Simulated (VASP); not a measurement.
Input of a VASP 6.6.1 run:

File POSCAR:

```
Ti3Al
1.0
    0.0000000000      3.2027938646      3.2027938646
    3.2027938646      0.0000000000      3.2027938646
    3.2027938646      3.2027938646      0.0000000000
Ti Al
3 1
Direct
    0.7500000000      0.7500000000      0.7500000000
    0.2500000000      0.2500000000      0.2500000000
    0.0000000000      0.0000000000      0.0000000000
    0.5000000000      0.5000000000      0.5000000000
```

Contents of INCAR.step1:

```
PREC = Accurate ; ENCUT = 520
ISMEAR = 1 ; SIGMA = 0.15
LREAL = F ; LASPH = T
NELM = 60 ; NBANDS = 28
GGA = PE ; ALGO = Normal
EDIFF = 1E-4 ; LWAVE = T
LCHARG = F
```

The input INCAR.step2:

```
PREC = Accurate ; ENCUT = 520
EDIFF = 1E-7 ; ISMEAR = 1
SIGMA = 0.15 ; LREAL = F
LASPH = T ; NELM = 60
ALGO = Normal ; ISIF = 2
LWAVE = F ; LCHARG = F
METAGGA = R2SCAN ; LMIXTAU = T
NBANDS = 28 ; ISTART = 1
```

KPOINTS

```
Automatic mesh
0
Gamma
  6 6 6
```

Potentials or basis: VASP PAW PBE potentials, release 64 (Ti_sv, Al).

Run with:

```bash
$ cat potpaw_PBE.64/Ti_sv/POTCAR potpaw_PBE.64/Al/POTCAR > POTCAR
$ cp INCAR.step1 INCAR
$ mpirun -np 1 vasp_std > vasp.out
$ cp INCAR.step2 INCAR
$ mpirun -np 1 vasp_std > vasp.out
```

Q: Predict the pressure.

A: 1.3 GPa.

Caveat: the PAW data sets were made with another functional, which shifts forces and pressure a little.
